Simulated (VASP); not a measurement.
Here is a VASP 6.6.1 calculation.

INCAR

```
PREC     = Accurate       # precision mode
ENCUT    = 600            # plane-wave cutoff, eV
EDIFF    = 1E-6           # SCF threshold, eV
ISMEAR   = 0              # smearing method
SIGMA    = 0.1            # smearing width, eV
LREAL    = False          # projectors in reciprocal space
LASPH    = True           # aspherical terms in the spheres
NELM     = 200            # most SCF steps
ALGO     = Normal         # electronic algorithm
ISIF     = 2              # what is computed and relaxed
LWAVE    = False          # write WAVECAR
LCHARG   = False          # write CHGCAR
GGA      = PE             # functional
NBANDS   = 23             # bands
GGA_COMPAT= False        
LMAXMIX  = 6              # l up to which the mixer works
```

File KPOINTS:

```
regular mesh
0
Gamma
  6 6 6
```

File POSCAR:

```
TbO
1.0
    1.6345148065     -6.6394948597      0.0000000000
    1.6345148065      6.6394948597      0.0000000000
    0.0000000000      0.0000000000      3.2594064180
Tb O
2 2
Direct
    0.1418161215      0.8581838785      0.2500000000
    0.8581838785      0.1418161215      0.7500000000
    0.3188576284      0.6811423716      0.2500000000
    0.6811423716      0.3188576284      0.7500000000
```

Potentials or basis: VASP PAW PBE potentials, release 64 (Tb_3, O), 4f in core.

Command:

```console
$ cat potpaw_PBE.64/Tb_3/POTCAR potpaw_PBE.64/O/POTCAR > POTCAR
$ mpirun -np 1 vasp_std > vasp.out
```

Task: Estimate the largest force.

Result: 0.062 eV/Å.

Task: What does it give for the pressure?

Result: 0.4 GPa.

Task: Estimate the band gap on the k mesh.

Result: Zero (bands 15 and 16 overlap by 2.52 eV).

Forces in eV/Å, atoms in the order of the input:
```
Tb   0.000  0.062  0.000
Tb   0.000 -0.062  0.000
O    0.000  0.017  0.000
O    0.000 -0.017  0.000
```

Caveat: spin-orbit coupling is left out, which moves the levels of the heavy elements; the 4f electrons are frozen in the core, so they carry no moment and show no levels; the run has no spin polarisation, though such a crystal can be magnetic. Spin polarisation is off, so any magnetic state and its effect on volume and gap are missing.
